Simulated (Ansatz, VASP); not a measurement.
# One calculation of Sr2TeO, two programs

```xyz
4
Lattice="4.0636 0.0000 0.0000 -2.0318 3.5192 0.0000 0.0000 0.0000 7.5160" Properties=species:S:1:pos:R:3 pbc="T T T"
Sr    0.0000    0.0000    5.3132
Sr    0.0000    0.0000    2.2028
Te    0.0000    2.3461    0.0000
O     2.0318    1.1731    3.7580
```

Alike in both runs: functional PBE; k mesh 12 × 12 × 4; occupations gaussian, width 0.02 eV; no spin polarisation.

Ansatz relaxed the structure, and its values are those at the end. VASP's run is a single point on that final structure, the one shown.

|  | VASP | Ansatz |
| --- | --- | --- |
| version | VASP 6.6.1 | Ansatz 0.2.0 |
| potentials or method | VASP PAW PBE potentials, release 64 (Sr_sv, Te, O), cutoff 520 eV | scalar-relativistic, plane waves, PAW |
| valence electrons in the cell | 32 | 42 |

Ansatz gave:

| Property | Result |
| --- | --- |
| gap on the k mesh at the Fermi level (eV) | 0.61 |
| least direct gap on the mesh (eV) | 0.61 |
| pressure (GPa) | 0.0 |
| rms of the force components (eV/Å) | 0.002 |

Question: What did VASP give for the same quantities?

Answer: gap on the k mesh at the Fermi level (eV): 0.60; least direct gap on the mesh (eV): 0.60; pressure (GPa): 0.2; rms of the force components (eV/Å): 0.003.

VASP's potentials hold 32 valence electrons a cell and Ansatz's 42, so a difference there can come from the potentials and not from the codes.

Neither program's run includes spin-orbit coupling.
